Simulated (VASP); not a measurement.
Wanted: the native input for a VASP 6.6.1 run.

```yaml
Task: single point
Functional: PBE
Potentials_or_basis: VASP PAW PBE potentials, release 64 (Fe)
Cutoff: 520 eV
k_mesh: 18 × 18 × 18
Occupations: methfessel-paxton, width 0.1 eV
Spin: collinear spin, ferromagnetic start
Starting_moments: "[2.4, 2.4] μB"
Dipole_correction: no
Further_INCAR_settings: ALGO = Fast; EDIFF = 1e-06; NBANDS = 19
```

The structure of Fe lies in POSCAR:

```
Fe
1.0
    2.8170630884      0.0000000000      0.0000000000
    0.0000000000      2.8170630884      0.0000000000
    0.0000000000      0.0000000000      2.8455364409
Fe
2
Direct
    0.0000000000      0.0000000000      0.0000000000
    0.5000000000      0.5000000000      0.5000000000
```

One way to write it, as run:

INCAR

```
PREC = Accurate
ENCUT = 520
EDIFF = 1E-6
ISMEAR = 1
SIGMA = 0.1
LREAL = False
LASPH = True
NELM = 150
ALGO = Fast
ISIF = 2
LWAVE = False
LCHARG = True
ISPIN = 2
MAGMOM = 2.4 2.4
LORBIT = 11
LMAXMIX = 4
GGA = PE
LELF = True
LVHAR = True
NBANDS = 19
```

KPOINTS

```
regular mesh
0
Gamma
  18 18 18
```

Potentials or basis: VASP PAW PBE potentials, release 64 (Fe).

Command:

```console
$ cat potpaw_PBE.64/Fe/POTCAR > POTCAR
$ mpirun -np 1 vasp_std > vasp.out
```

It gave:

| Property | Result |
| --- | --- |
| Pressure | 0.9 GPa |
| Net moment | 4.36 μB per cell |
| Site moments | Fe +2.17 μB |
| Valence electrons inside the program's atomic spheres | Fe 7.28 |

Run time: 2.2 min on 1 thread of Intel(R) Xeon(R) 6975P-C (Granite Rapids), on a shared host, peak memory 0.41 GiB.
